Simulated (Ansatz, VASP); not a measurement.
Li2S: VASP beside Ansatz

The input POSCAR:

```
Li2S
1.0
    0.0000000000      2.8452944194      2.8452944194
    2.8452944194      0.0000000000      2.8452944194
    2.8452944194      2.8452944194      0.0000000000
Li S
2 1
Direct
    0.2500000000      0.2500000000      0.2500000000
    0.7500000000      0.7500000000      0.7500000000
    0.0000000000      0.0000000000      0.0000000000
```

INCAR.step1

```
  PREC = Accurate
  ENCUT = 650
  EDIFF = 1E-5
  ISMEAR = 0
  SIGMA = 0.01
  LREAL = F
  LASPH = T
  NELM = 120
  ALGO = Normal
  ISIF = 2
  LWAVE = T
  NBANDS = 13
  GGA = PE
  GGA_COMPAT = F
```

INCAR.step2

```
  PREC = Accurate
  ENCUT = 650
  EDIFF = 1E-6
  ISMEAR = 0
  SIGMA = 0.01
  LREAL = F
  LASPH = T
  NELM = 120
  ALGO = Normal
  ISIF = 2
  LWAVE = F
  LCHARG = T
  GGA = PE
  LHFCALC = T
  HFSCREEN = 0.2079
  PRECFOCK = Normal
  LELF = T
  LVHAR = T
  NBANDS = 13
  ISTART = 1
  GGA_COMPAT = F
```

The input KPOINTS:

```
Automatic mesh
0
Gamma
  6 6 6
```

Input for Ansatz:

```yaml
crystal:
  lattice:
    - [0.0, 2.8452944194, 2.8452944194]
    - [2.8452944194, 0.0, 2.8452944194]
    - [2.8452944194, 2.8452944194, 0.0]
  atoms:
    - { symbol: Li, position: [0.25, 0.25, 0.25] }
    - { symbol: Li, position: [0.75, 0.75, 0.75] }
    - { symbol: S, position: [0.0, 0.0, 0.0] }
kpoints:
  mp_grid: { grid: [6, 6, 6] }
  band_path:
    path:
      - [0.0, 0.0, 0.0]
      - [0.5, 0.0, 0.5]
      - [0.625, 0.25, 0.625]
      - [0.375, 0.375, 0.75]
      - [0.5, 0.5, 0.5]
      - [0.5, 0.25, 0.75]
      - [0.0, 0.5, 0.5]
    npoints: 1
hamiltonian:
  xc: hse06
scf:
  occupations: { method: fixed }
  n_extra_bands: 4
output:
  forces: true
  stress: true
  eigenvalues: true
```

Alike in both runs: task single point; functional HSE06; k mesh 6 × 6 × 6; no spin polarisation.

```csv
,VASP,Ansatz
version,VASP 6.6.1,Ansatz 0.2.0
potentials or method,"VASP PAW PBE potentials, release 64 (Li_sv, S)","plane waves, PAW"
plane-wave cutoff (eV),650,420
occupations,"gaussian, width 0.01 eV",fixed
valence electrons in the cell,12,12
```

|  | VASP | Ansatz | Ansatz less VASP |
| --- | --- | --- | --- |
| gap on the k mesh at the Fermi level (eV) | 4.33 | 4.34 | +0.005 |
| pressure (GPa) | -0.6 | -0.4 | +0.19 |

Ansatz's warnings: stress exchange threshold loose, stress scf threshold loose.
